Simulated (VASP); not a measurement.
Set up this calculation in VASP 6.6.1, as the native input.

| Property | Result |
| --- | --- |
| Task | relaxation of shape and atoms at fixed volume |
| Functional | PBE |
| Potentials or basis | VASP PAW PBE potentials, release 64 (Li_sv, Al, O) |
| Cutoff | 600 eV |
| k mesh | 12 × 12 × 2 |
| Occupations | gaussian, width 0.1 eV |
| Spin | no spin polarisation |
| Dipole correction | no |
| Further INCAR settings | ALGO = Normal; EDIFF = 1e-07; IBRION = 2; EDIFFG = -0.01; NSW = 50; ISIF = 4 |

The structure of LiAl3O lies in POSCAR:

```
LiAl3O
1.0
    2.7663257457      0.0000000000      0.0000000000
   -1.3831628729      2.3957083709      0.0000000000
    0.0000000000      0.0000000000     18.2719225607
Li Al O
2 6 2
Direct
    0.6666666667      0.3333333333      0.1271006089
    0.3333333333      0.6666666667      0.8728993911
    0.0000000000      0.0000000000      0.0000000000
    0.0000000000      0.0000000000      0.7481289197
    0.6666666667      0.3333333333      0.6247447421
    0.0000000000      0.0000000000      0.2518710803
    0.3333333333      0.6666666667      0.3752552579
    0.0000000000      0.0000000000      0.5000000000
    0.3333333333      0.6666666667      0.0555493395
    0.6666666667      0.3333333333      0.9444506605
```

The input as run:

INCAR

```
  PREC = Accurate
  ENCUT = 600
  EDIFF = 1E-7
  ISMEAR = 0
  SIGMA = 0.1
  LREAL = F
  LASPH = T
  NELM = 60
  ALGO = Normal
  ISIF = 4
  LWAVE = F
  LCHARG = F
  GGA = PE
  IBRION = 2
  NSW = 50
  EDIFFG = -0.01
```

KPOINTS

```
Automatic mesh
0
Gamma
  12 12 2
```

Potentials or basis: VASP PAW PBE potentials, release 64 (Li_sv, Al, O).

Run with:

```bash
$ cat potpaw_PBE.64/Li_sv/POTCAR potpaw_PBE.64/Al/POTCAR potpaw_PBE.64/O/POTCAR > POTCAR
$ mpirun -np 1 vasp_std > vasp.out
```

It gave:

```json
{"Energy gained by relaxing": "0.5 meV/atom", "Ionic steps": "7", "Pressure after relaxing": "9.1 GPa", "Largest force after relaxing": "0.008 eV/Å", "Band gap on the k mesh": "zero (bands 18 and 19 overlap by 2.57 eV)"}
```

Caveat: the cutoff is under 1.25 times the usual one of these potentials, so pressure, stress and relaxed cells hold a basis-set (Pulay) error.

Run time: 7 min on 1 thread of AMD EPYC 9R45 96-Core Processor (Zen 5), with other jobs on the host, peak memory 0.32 GiB.
